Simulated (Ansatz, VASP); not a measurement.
**CaO in VASP and in Ansatz**

```
Ca O
1.0
     3.34582    0.00000    0.00000
    -1.67291    2.89756    0.00000
     0.00000    0.00000    5.86732
Ca O
2 2
Direct
  0.00000 0.00000 0.00000
  0.00000 0.00000 0.50000
  0.33333 0.66667 0.25000
  0.66667 0.33333 0.75000
```

Alike in both runs: task single point; functional PBE; k mesh 9 × 9 × 4; no spin polarisation.

|  | VASP | Ansatz |
| --- | --- | --- |
| version | VASP 6.6.1 | Ansatz 0.2.0 |
| potentials or method | VASP PAW PBE potentials, release 64 (Ca_sv, O) | plane waves, PAW |
| plane-wave cutoff (eV) | 520 | 420 |
| occupations | gaussian, width 0.01 eV | fixed |
| valence electrons in the cell | 32 | 32 |

Ansatz gave:

| Property | Result |
| --- | --- |
| gap on the k mesh at the Fermi level (eV) | 3.80 |
| pressure (GPa) | 0.0 |
| traceless stress, the component that is largest in VASP (GPa) | -0.01 |

Task: Which values does VASP return?

Result: gap on the k mesh at the Fermi level (eV): 3.78; pressure (GPa): 0.6; traceless stress, the component that is largest in VASP (GPa): 0.09.
